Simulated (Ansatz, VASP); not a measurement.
**Two plane-wave programs on TaN**

File INCAR:

```
PREC = Accurate
ENCUT = 520
EDIFF = 1E-6
ISMEAR = -1
SIGMA = 0.05
LREAL = F
LASPH = T
NELM = 60
ALGO = Normal
ISIF = 2
LWAVE = F
LCHARG = F
GGA = PS
NBANDS = 15
```

The input KPOINTS:

```
Automatic mesh
0
Gamma
  10 10 10
```

File POSCAR:

```
TaN
1.0
    2.7323076900      0.0000000000      0.0000000000
    0.0000000000      2.7323076900      0.0000000000
    0.0000000000      0.0000000000      2.7323076900
Ta N
1 1
Direct
    0.0000000000      0.0000000000      0.0000000000
    0.5000000000      0.5000000000      0.5000000000
```

Contents of input.yaml:

```yaml
crystal:
  lattice:
    - [2.73230769, 0.0, 0.0]
    - [0.0, 2.73230769, 0.0]
    - [0.0, 0.0, 2.73230769]
  atoms:
    - { symbol: Ta, position: [0.0, 0.0, 0.0] }
    - { symbol: "N", position: [0.5, 0.5, 0.5] }
hamiltonian:
  xc: pbesol
  pseudopotentials: { kind: paw }
kpoints:
  mp_grid: { grid: [10, 10, 10] }
  band_path:
    path:
      - [[0.0, 0.0, 0.0], [0.0, 0.5, 0.0], [0.5, 0.5, 0.0], [0.0, 0.0, 0.0], [0.5, 0.5, 0.5], [0.0, 0.5, 0.0]]
      - [[0.5, 0.5, 0.0], [0.5, 0.5, 0.5]]
    npoints: 14
scf:
  occupations: { method: fermi_dirac, width: 0.05 }
  n_extra_bands: 6
output:
  forces: true
  stress: true
  eigenvalues: true
  fatbands: true
  write_density: true
  write_potential: true
  elf: true
  volumetric_format: npy
```

Alike in both runs: functional PBEsol; k mesh 10 × 10 × 10; occupations fermi-dirac, width 0.05 eV; no spin polarisation.

|  | VASP | Ansatz |
| --- | --- | --- |
| version | VASP 6.6.1 | Ansatz 0.2.0 |
| potentials or method | VASP PAW PBE potentials, release 64 (Ta_pv, N) | Ansatz PAW |
| plane-wave cutoff (eV) | 520 | 420 |
| valence electrons in the cell | 16 | 18 |
| task | single point | band structure |

VASP gave:

| Item | Value |
| --- | --- |
| gap on the k mesh at the Fermi level (eV) | none |
| pressure (GPa) | -3.5 |

Task: Which values does Ansatz return?

Result: gap on the k mesh at the Fermi level (eV): none; pressure (GPa): -4.4.

VASP's potentials were made for PBE, not for PBEsol. A gap of «none» marks a metal or a gap that the smearing closes. VASP's potentials hold 16 valence electrons a cell and Ansatz's 18, so a difference there can come from the potentials and not from the codes.

Spin-orbit coupling is off throughout.
